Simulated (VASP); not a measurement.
# TiSi2 (P6/mmm) in VASP: settings compared

Aim: see how the results for TiSi2 move with the level of theory and the settings. Levels: LDA+U, PBE, PBEsol. Tasks: density of states, vibrations by perturbation theory.

Everything below comes from runs of VASP 6.6.1. Logs are shortened: lines on timing, memory, paths and dates and some standing lists are left out, and cuts for length are marked.

**1. The cell of the first run**

Symmetry: P6/mmm, No. 191, hexagonal system. The conventional cell has a = 4.375 Å, b = 4.375 Å, c = 2.561 Å, α = 90.00°, β = 90.00°, γ = 120.00°. Within 3.4 Å of Ti (site symmetry 6/mmm) lie 2 Ti at 2.56 Å and 12 Si at 2.83 Å. Within 3.3 Å of Si (site symmetry -6m2) lie 5 Si at 2.53 to 2.56 Å and 6 Ti at 2.83 Å.

**2. Density of states, LDA+U**

The input, POSCAR:

```
TiSi2
1.0
    4.3746400000      0.0000000000      0.0000000000
   -2.1873200000      3.7885500000      0.0000000000
    0.0000000000      0.0000000000      2.5610100000
Ti Si
1 2
Direct
    0.0000000000      0.0000000000      0.0000000000
    0.3333300000      0.6666700000      0.5000000000
    0.6666700000      0.3333300000      0.5000000000
```

The input, INCAR.step1:

```
ALGO     = Normal         # electronic algorithm
EDIFF    = 1E-7           # SCF threshold, eV
ENCUT    = 520            # plane-wave cutoff, eV
ISIF     = 2              # what is computed and relaxed
ISMEAR   = -1             # smearing method
LASPH    = True           # aspherical terms in the spheres
LCHARG   = True           # write CHGCAR
LDAU     = True           # DFT+U
LDAUJ    = 0 0          
LDAUL    = 2 -1           # shell
LDAUPRINT= 1            
LDAUTYPE = 2            
LDAUU    = 5 0            # U, eV
LMAXMIX  = 4              # l up to which the mixer works
LREAL    = False          # projectors in reciprocal space
LWAVE    = False          # write WAVECAR
NBANDS   = 17             # bands
NELM     = 150            # most SCF steps
PREC     = Accurate       # precision mode
SIGMA    = 0.05           # smearing width, eV
```

The input, KPOINTS.step1:

```
k-points
0
Gamma
  7 7 10
```

The input, INCAR.step2:

```
ALGO     = Normal         # electronic algorithm
EDIFF    = 1E-7           # SCF threshold, eV
ENCUT    = 520            # plane-wave cutoff, eV
ICHARG   = 11             # starting density
ISIF     = 2              # what is computed and relaxed
ISMEAR   = -5             # smearing method
LASPH    = True           # aspherical terms in the spheres
LCHARG   = False          # write CHGCAR
LDAU     = True           # DFT+U
LDAUJ    = 0 0          
LDAUL    = 2 -1           # shell
LDAUPRINT= 1            
LDAUTYPE = 2            
LDAUU    = 5 0            # U, eV
LMAXMIX  = 4              # l up to which the mixer works
LORBIT   = 10             # projections on sites
LREAL    = False          # projectors in reciprocal space
LWAVE    = False          # write WAVECAR
NBANDS   = 17             # bands
NEDOS    = 2001           # points of the DOS
NELM     = 150            # most SCF steps
PREC     = Accurate       # precision mode
SIGMA    = 0.05           # smearing width, eV
```

The input, KPOINTS.step2:

```
k-points
0
Gamma
  11 11 15
```

Potentials or basis: VASP PAW LDA potentials, release 64 (Ti_sv, Si).

Launch:

```bash
$ cat potpaw_LDA.64/Ti_sv/POTCAR potpaw_LDA.64/Si/POTCAR > POTCAR
$ cp INCAR.step1 INCAR
$ cp KPOINTS.step1 KPOINTS
$ mpirun -np 1 vasp_std > vasp.out
$ cp INCAR.step2 INCAR
$ cp KPOINTS.step2 KPOINTS
$ mpirun -np 1 vasp_std > vasp.out
```

OUTCAR:

```text
EDIFF = 1E-7
   ENCUT = 520
   ICHARG = 11
   ISIF = 2
   ISMEAR = -5
   LASPH = True
   LORBIT = 10
   LREAL = False
   NELM = 150
   PREC = Accurate

 ion  position               nearest neighbor table
   1  0.000  0.000  0.000-   2 2.83   3 2.83   2 2.83   3 2.83   3 2.83   3 2.83   2 2.83   2 2.83
                             3 2.83   3 2.83   2 2.83   2 2.83
   2  0.333  0.667  0.500-   3 2.53   3 2.53   3 2.53   1 2.83   1 2.83   1 2.83   1 2.83   1 2.83
                             1 2.83
   3  0.667  0.333  0.500-   2 2.53   2 2.53   2 2.53   1 2.83   1 2.83   1 2.83   1 2.83   1 2.83
                             1 2.83

  LATTYP: Found a hexagonal cell.
 ALAT       =     4.3746400000
 C/A-ratio  =     0.5854218861

  Lattice vectors:

 A1 = (   4.3746400000,   0.0000000000,   0.0000000000)
 A2 = (  -2.1873200000,   3.7885500000,   0.0000000000)
 A3 = (   0.0000000000,   0.0000000000,   2.5610100000)

Analysis of symmetry for initial positions (statically):
=====================================================================
 Subroutine PRICEL returns:
 Original cell was already a primitive cell.

 Routine SETGRP: Setting up the symmetry group for a
 hexagonal supercell.

 Subroutine GETGRP returns: Found  8 space group operations
 (whereof  8 operations were pure point group operations)
 out of a pool of 24 trial point group operations.

The static configuration has the point symmetry D_2h.

Analysis of symmetry for dynamics (positions and initial velocities):
=====================================================================
 Subroutine PRICEL returns:
 Original cell was already a primitive cell.

 Routine SETGRP: Setting up the symmetry group for a
 hexagonal supercell.

 Subroutine GETGRP returns: Found  8 space group operations
 (whereof  8 operations were pure point group operations)
 out of a pool of 24 trial point group operations.

The dynamic configuration has the point symmetry D_2h.
[... 155 lines left out ...]
 -0.0000  0.0000 -0.0000  0.0000  0.1703

spin component  2

  0.1703  0.0000  0.0000  0.0000 -0.0000
  0.0000  0.1406  0.0000 -0.0000  0.0000
  0.0000  0.0000  0.3549  0.0000 -0.0000
  0.0000 -0.0000  0.0000  0.1406  0.0000
 -0.0000  0.0000 -0.0000  0.0000  0.1703

 occupancies and eigenvectors

  o =  0.1406  v =  0.0000 -0.8499 -0.0000 -0.5269  0.0000  0.0000  0.0000  0.0000  0.0000  0.0000      0.0000  0.0000  0.0000  0.0000  0.0000  0.0000  0.0000  0.0000  0.0000  0.0000
  o =  0.1406  v =  0.0000  0.0000  0.0000  0.0000  0.0000  0.0000 -0.8499 -0.0000 -0.5269  0.0000      0.0000  0.0000  0.0000  0.0000  0.0000  0.0000  0.0000  0.0000  0.0000  0.0000
  o =  0.1406  v = -0.0000  0.5269  0.0000 -0.8499 -0.0000  0.0000  0.0000  0.0000  0.0000  0.0000      0.0000  0.0000  0.0000  0.0000  0.0000  0.0000  0.0000  0.0000  0.0000  0.0000
  o =  0.1406  v =  0.0000  0.0000  0.0000  0.0000  0.0000 -0.0000  0.5269  0.0000 -0.8499 -0.0000      0.0000  0.0000  0.0000  0.0000  0.0000  0.0000  0.0000  0.0000  0.0000  0.0000
  o =  0.1703  v = -0.5000 -0.0000  0.0000 -0.0000 -0.8660  0.0000  0.0000  0.0000  0.0000  0.0000      0.0000  0.0000  0.0000  0.0000  0.0000  0.0000  0.0000  0.0000  0.0000  0.0000
  o =  0.1703  v =  0.0000  0.0000  0.0000  0.0000  0.0000 -0.5000 -0.0000  0.0000 -0.0000 -0.8660      0.0000  0.0000  0.0000  0.0000  0.0000  0.0000  0.0000  0.0000  0.0000  0.0000
  o =  0.1703  v =  0.0000  0.0000  0.0000  0.0000  0.0000 -0.8660  0.0000  0.0000  0.0000  0.5000      0.0000  0.0000  0.0000  0.0000  0.0000  0.0000  0.0000  0.0000  0.0000  0.0000
  o =  0.1703  v = -0.8660  0.0000  0.0000  0.0000  0.5000  0.0000  0.0000  0.0000  0.0000  0.0000      0.0000  0.0000  0.0000  0.0000  0.0000  0.0000  0.0000  0.0000  0.0000  0.0000
  o =  0.3549  v =  0.0000  0.0000  0.0000  0.0000  0.0000 -0.0000  0.0000 -1.0000 -0.0000  0.0000      0.0000  0.0000  0.0000  0.0000  0.0000  0.0000  0.0000  0.0000  0.0000  0.0000
  o =  0.3549  v = -0.0000  0.0000 -1.0000 -0.0000  0.0000  0.0000  0.0000  0.0000  0.0000  0.0000      0.0000  0.0000  0.0000  0.0000  0.0000  0.0000  0.0000  0.0000  0.0000  0.0000

 number of electron      20.0000001 magnetization

 Free energy of the ion-electron system (eV)
  ---------------------------------------------------
  ext. energy  EPLUGINS =         0.00000000
  ---------------------------------------------------
  free energy    TOTEN  =       -17.53674033 eV

  energy without entropy =      -17.53674033  energy(sigma->0) =      -17.53674033

 E-fermi :  10.7613     XC(G=0): -11.8455

 val. band max:       10.7956851981   @ k =  -0.0909   0.3636   0.4000
 cond. band min:      10.7379703477   @ k =  -0.2727   0.2727   0.1333
 fundamental gap:     -0.0577148503
 Fermi energy:        10.7613324973

 k-point     1 :       0.0000    0.0000    0.0000
  band No.  band energies     occupation
      1     -46.5336      2.00000
      2     -23.2365      2.00000
      3     -23.2365      2.00000
      4     -22.4477      2.00000
      5      -2.5410      2.00000
      6       5.5185      2.00000
[... 457 lines left out ...]
      4     -22.4473      2.00000
      5      -0.6133      2.00000
      6       0.4402      2.00000
[... 9 lines left out ...]
     16      17.5729      0.00000
     17      18.1650      0.00000

 [... further k-points ...]
[... 5 lines left out ...]
  --------------------------------------------------------------------------------------
  -------------------------------------------------------------------------------------
  Total       -0.5858151     -0.5832039     -0.8702771      0.0022616      0.0000000      0.0000000
  in kB      -22.1128419    -22.0142740    -32.8504651      0.0853686      0.0000000      0.0000000
  external PRESSURE =     -25.6591937 kB  Pullay stress =       0.0000000 kB

 VOLUME and BASIS-vectors are now :
 -----------------------------------------------------------------------------
  energy-cutoff  :      520.00
  volume of cell :       42.45
      direct lattice vectors                 reciprocal lattice vectors
     4.374640000  0.000000000  0.000000000     0.228590238  0.131976614  0.000000000
    -2.187320000  3.788550000  0.000000000     0.000000000  0.263953227  0.000000000
     0.000000000  0.000000000  2.561010000     0.000000000  0.000000000  0.390470947

 POSITION                                       TOTAL-FORCE (eV/Angst)
 -----------------------------------------------------------------------------------
      0.00000      0.00000      0.00000         0.000000     -0.000000      0.000000
     -0.00002      2.52571      1.28051        -0.000606      0.000350      0.000000
      2.18734      1.26284      1.28051         0.000606     -0.000350      0.000000
 -----------------------------------------------------------------------------------
    total drift:                                0.000000      0.000000     -0.000000

  FREE ENERGIE OF THE ION-ELECTRON SYSTEM (eV)
  ---------------------------------------------------
  free  energy   TOTEN  =       -17.5367403288 eV

  energy  without entropy=      -17.5367403288  energy(sigma->0) =      -17.53674033

 total charge

# of ion       s       p       d       tot
------------------------------------------
    1        2.208   6.145   1.915  10.268
    2        0.763   0.882   0.000   1.645
    3        0.763   0.882   0.000   1.645
--------------------------------------------------
tot          3.734   7.909   1.915  13.558
```

OUTCAR.step1:

```text
EDIFF = 1E-7
   ENCUT = 520
   ISIF = 2
   ISMEAR = -1
   LASPH = True
   LREAL = False
[... 744 lines left out ...]
      0.00000      0.00000      0.00000        -0.000000      0.000000      0.000000
     -0.00002      2.52571      1.28051         0.000220     -0.000127      0.000000
      2.18734      1.26284      1.28051        -0.000220      0.000127      0.000000
 -----------------------------------------------------------------------------------
    total drift:                               -0.000000     -0.000000     -0.000000

  FREE ENERGIE OF THE ION-ELECTRON SYSTEM (eV)
  ---------------------------------------------------
  free  energy   TOTEN  =       -17.5127676480 eV

  energy  without entropy=      -17.4932012442  energy(sigma->0) =      -17.50298445
```

Wall time 2.9 min (1 thread of Intel Xeon 6975P-C, shared host); peak memory 0.3 GiB.

What came out:

* Valence electrons inside the program's atomic spheres: Ti 10.27; Si 1.65

Levels at points of the mesh, in eV from the Fermi level:
| k point | band 7 | band 8 | band 9 | band 10 | band 11 | band 12 | band 13 | band 14 |
| --- | --- | --- | --- | --- | --- | --- | --- | --- |
| (0.00, 0.00, 0.00) | -5.24 | -5.20 | -1.98 | -1.23 | -1.23 | 3.41 | 3.41 | 3.64 |

Eigenvalues of the final occupation matrices:
| site | spin | trace | eigenvalues |
| --- | --- | --- | --- |
| site 1 d | 1 | 0.98 | 0.14 0.14 0.17 0.17 0.35 |
| site 1 d | 2 | 0.98 | 0.14 0.14 0.17 0.17 0.35 |

Caveat: U without spin polarisation on a metal has little footing; the U is typed as a test and isn't derived for this compound; tetrahedron occupations give inexact forces and stress in metals.

**3. Density of states, PBE**

POSCAR is that of step 2.

The input, INCAR.step1:

```
PREC = Accurate ; ENCUT = 520
EDIFF = 1E-6 ; ISMEAR = -1
SIGMA = 0.05 ; LREAL = False
LASPH = True ; NELM = 100
ALGO = Normal ; ISIF = 2
LWAVE = False ; LCHARG = True
LMAXMIX = 4 ; GGA = PE
NBANDS = 17
```

The input, KPOINTS.step1:

```
regular mesh
0
Gamma
  7 7 10
```

The input, INCAR.step2:

```
PREC = Accurate ; ENCUT = 520
EDIFF = 1E-6 ; ISMEAR = -5
SIGMA = 0.05 ; LREAL = False
LASPH = True ; NELM = 100
ALGO = Normal ; ISIF = 2
LWAVE = False ; LCHARG = False
LMAXMIX = 4 ; GGA = PE
LORBIT = 11 ; NBANDS = 17
NEDOS = 2001 ; ICHARG = 11
```

The input, KPOINTS.step2:

```
regular mesh
0
Gamma
  11 11 15
```

Potentials or basis: VASP PAW PBE potentials, release 64 (Ti_sv, Si).

Launch:

```bash
$ cat potpaw_PBE.64/Ti_sv/POTCAR potpaw_PBE.64/Si/POTCAR > POTCAR
$ cp INCAR.step1 INCAR
$ cp KPOINTS.step1 KPOINTS
$ mpirun -np 1 vasp_std > vasp.out
$ cp INCAR.step2 INCAR
$ cp KPOINTS.step2 KPOINTS
$ mpirun -np 1 vasp_std > vasp.out
```

OUTCAR:

```text
PREC = Accurate
   ENCUT = 520
   EDIFF = 1E-6
   ISMEAR = -5
   LREAL = False
   LASPH = True
   NELM = 100
   ISIF = 2
   GGA = PE
   LORBIT = 11
   ICHARG = 11

 ion  position               nearest neighbor table
   1  0.000  0.000  0.000-   2 2.83   3 2.83   2 2.83   3 2.83   3 2.83   3 2.83   2 2.83   2 2.83
                             3 2.83   3 2.83   2 2.83   2 2.83
   2  0.333  0.667  0.500-   3 2.53   3 2.53   3 2.53   1 2.83   1 2.83   1 2.83   1 2.83   1 2.83
                             1 2.83
   3  0.667  0.333  0.500-   2 2.53   2 2.53   2 2.53   1 2.83   1 2.83   1 2.83   1 2.83   1 2.83
                             1 2.83

[... 684 lines left out ...]
  in kB       17.3339620     17.3317569     -8.0636680     -0.0019146      0.0000000      0.0000000
  external PRESSURE =       8.8673503 kB  Pullay stress =       0.0000000 kB

 VOLUME and BASIS-vectors are now :
 -----------------------------------------------------------------------------
  energy-cutoff  :      520.00
  volume of cell :       42.45
      direct lattice vectors                 reciprocal lattice vectors
     4.374640000  0.000000000  0.000000000     0.228590238  0.131976614  0.000000000
    -2.187320000  3.788550000  0.000000000     0.000000000  0.263953227  0.000000000
     0.000000000  0.000000000  2.561010000     0.000000000  0.000000000  0.390470947

 POSITION                                       TOTAL-FORCE (eV/Angst)
 -----------------------------------------------------------------------------------
      0.00000      0.00000      0.00000        -0.000000     -0.000000     -0.000000
     -0.00002      2.52571      1.28051         0.001115     -0.000644     -0.000000
      2.18734      1.26284      1.28051        -0.001115      0.000644      0.000000
 -----------------------------------------------------------------------------------
    total drift:                               -0.000000      0.000000     -0.000000

  FREE ENERGIE OF THE ION-ELECTRON SYSTEM (eV)
  ---------------------------------------------------
  free  energy   TOTEN  =       -19.4327583757 eV

  energy  without entropy=      -19.4327583757  energy(sigma->0) =      -19.43275838

 total charge

# of ion       s       p       d       tot
------------------------------------------
    1        2.183   6.121   2.083  10.388
    2        0.749   0.863   0.000   1.612
    3        0.749   0.863   0.000   1.612
--------------------------------------------------
tot          3.681   7.848   2.083  13.611
```

OSZICAR.step1:

```text
N       E                     dE             d eps       ncg     rms          rms(c)
DAV:   1     0.131743560316E+03    0.13174E+03   -0.95503E+03  3272   0.121E+03
DAV:   2    -0.122128672796E+02   -0.14396E+03   -0.14020E+03  3354   0.316E+02
DAV:   3    -0.208538483653E+02   -0.86410E+01   -0.84602E+01  4861   0.716E+01
DAV:   4    -0.211025693240E+02   -0.24872E+00   -0.24737E+00  3967   0.109E+01
DAV:   5    -0.211101842462E+02   -0.76149E-02   -0.76121E-02  4851   0.183E+00    0.118E+01
DAV:   6    -0.203550094995E+02    0.75517E+00   -0.23117E+01  4204   0.342E+01    0.687E+00
DAV:   7    -0.194648552803E+02    0.89015E+00   -0.61428E+00  4156   0.189E+01    0.387E+00
DAV:   8    -0.194400556689E+02    0.24800E-01   -0.63136E-01  3818   0.686E+00    0.154E+00
DAV:   9    -0.194186447721E+02    0.21411E-01   -0.13261E-01  3867   0.337E+00    0.348E-01
DAV:  10    -0.194190349201E+02   -0.39015E-03   -0.41452E-03  4191   0.483E-01    0.133E-01
DAV:  11    -0.194190169997E+02    0.17920E-04   -0.49338E-04  4183   0.149E-01    0.639E-02
DAV:  12    -0.194190306897E+02   -0.13690E-04   -0.40115E-05  3883   0.554E-02    0.141E-02
DAV:  13    -0.194190308865E+02   -0.19681E-06   -0.32867E-06  3953   0.105E-02
   1 F= -.19419031E+02 E0= -.19410763E+02  d E =-.165351E-01
```

Wall time 6.6 min (1 thread of Intel Xeon 6975P-C, shared host); peak memory 0.28 GiB.

What came out:

```
Valence electrons inside the program's atomic spheres : Ti 10.39; Si 1.61
```

Caveat: tetrahedron occupations give inexact forces and stress in metals.

(Continued in part 2 of 2.)
